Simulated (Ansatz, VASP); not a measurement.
## ZrAl2N3 in VASP and in Ansatz

```
Zr Al N
1.0
    -1.53585    1.53585    6.42275
     1.53585   -1.53585    6.42275
     1.53585    1.53585   -6.42275
Zr Al N
1 2 3
Direct
  0.50000 0.50000 0.00000
  0.82800 0.82800 0.00000
  0.17200 0.17200 0.00000
  0.67613 0.67613 0.00000
  0.32387 0.32387 0.00000
  0.00000 0.00000 0.00000
```

Alike in both runs: functional PBE; k mesh 18 × 18 × 18; occupations gaussian, width 0.1 eV; no spin polarisation.

Ansatz relaxed the structure, and its values are those at the end. VASP's run is a single point on that final structure, the one shown.

```csv
,VASP,Ansatz
version,VASP 6.6.1,Ansatz 0.2.0
potentials or method,"VASP PAW PBE potentials, release 64 (Zr_sv, Al, N), cutoff 520 eV","scalar-relativistic, plane waves, PAW"
valence electrons in the cell,33,33
```

|  | VASP | Ansatz | Ansatz less VASP |
| --- | --- | --- | --- |
| gap on the k mesh at the Fermi level (eV) | none | none | - |
| pressure (GPa) | 0.0 | 0.0 | -0.02 |
| rms of the force components (eV/Å) | 0.004 | 0.001 | -0.0023 |

A gap of «none» marks a metal or a gap that the smearing closes. With one functional, cell and mesh, what is left measures potentials, basis and numerics.
